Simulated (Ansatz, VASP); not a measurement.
One calculation of Sr5Y, two programs

The input INCAR:

```
  PREC = Accurate
  ENCUT = 520
  EDIFF = 1E-7
  ISMEAR = -1
  SIGMA = 0.05
  LREAL = F
  LASPH = T
  NELM = 100
  ALGO = Normal
  ISIF = 2
  LWAVE = F
  LCHARG = F
  LDIPOL = T
  IDIPOL = 3
  DIPOL = 0.5 0.5 0.500
  GGA = PE
  NBANDS = 40
```

Contents of KPOINTS:

```
regular mesh
0
Gamma
  9 9 1
```

The input POSCAR:

```
Sr5Y
1.0
    4.2697043870      0.0000000000      0.0000000000
    0.0000000000      4.2697043870      0.0000000000
    0.0000000000      0.0000000000     35.0957000000
Sr Y
5 1
Direct
    0.2500000000      0.2500000000      0.2874821881
    0.7500000000      0.7500000000      0.3716427093
    0.7500000000      0.7500000000      0.5428144995
    0.2500000000      0.2500000000      0.6283572617
    0.7500000000      0.7500000000      0.7125178059
    0.2500000000      0.2500000000      0.4571855354
```

Input for Ansatz:

```yaml
crystal:
  lattice:
    - [4.269704387, 0.0, 0.0]
    - [0.0, 4.269704387, 0.0]
    - [0.0, 0.0, 35.0957]
  atoms:
    - { symbol: Sr, position: [0.25, 0.25, 0.2874821881] }
    - { symbol: Sr, position: [0.75, 0.75, 0.3716427093] }
    - { symbol: "Y", position: [0.25, 0.25, 0.4571855354] }
    - { symbol: Sr, position: [0.75, 0.75, 0.5428144995] }
    - { symbol: Sr, position: [0.25, 0.25, 0.6283572617] }
    - { symbol: Sr, position: [0.75, 0.75, 0.7125178059] }
kpoints:
  mp_grid: { grid: [9, 9, 1] }
scf:
  occupations: { method: fermi_dirac, width: 0.05 }
hamiltonian:
  xc: pbe
  pseudopotentials: { kind: paw }
output:
  forces: true
  stress: true
  eigenvalues: true
efield:
  axis: 3
  amplitude: 0
  dipole_correction: true
```

Alike in both runs: task single point; functional PBE; k mesh 9 × 9 × 1; occupations fermi-dirac, width 0.05 eV; no spin polarisation.

```csv
,VASP,Ansatz
version,VASP 6.6.1,Ansatz 0.2.0
potentials or method,"VASP PAW PBE potentials, release 64 (Sr_sv, Y_sv)","PAW with Ansatz's default frozen-core files, scalar-relativistic"
plane-wave cutoff (eV),520,420
valence electrons in the cell,61,61
```

```csv
,VASP,Ansatz,Ansatz less VASP
rms of the force components (eV/Å),0.171,0.171,-0.0005
```

With one functional, cell and mesh, what is left measures potentials, basis and numerics.
